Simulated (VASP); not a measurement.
NiO:

```
Ni O
1.0
     0.00000    2.11335    2.11335
     2.11335    0.00000    2.11335
     2.11335    2.11335    0.00000
Ni O
1 1
Direct
  0.00000 0.00000 0.00000
  0.50000 0.50000 0.50000
```

Base run:

- Program: VASP 6.6.1
- Functional: r2SCAN
- Potentials or basis: VASP PAW PBE potentials, release 64 (Ni, O)
- Cutoff: 520 eV
- k mesh: 11 × 11 × 11
- Occupations: fermi-dirac, width 0.05 eV
- Spin: collinear spin, ferromagnetic start
- Starting moments: [1.0, 0.0] μB

Its results: pressure -5.4 GPa; net moment 2.00 μB per cell; site moments Ni +1.70; O +0.27 μB.

Q: The run is repeated on the same cell with these changes: functional from r2SCAN to RPBE; further incar settings from ALGO = Normal; EDIFF = 1e-06; NBANDS = 19 to ALGO = Normal; EDIFF = 1e-07; NBANDS = 19. What comes out?

A: Pressure 5.5 GPa; net moment 1.87 μB per cell; site moments Ni +1.53; O +0.29 μB.

Caveats: the PAW data sets were made with another functional, which shifts forces and pressure a little; a cell with one magnetic atom can't hold antiferromagnetic order, which such compounds often take; the cell stands under tension (at least some runs); the cell stands under pressure (at least some runs).
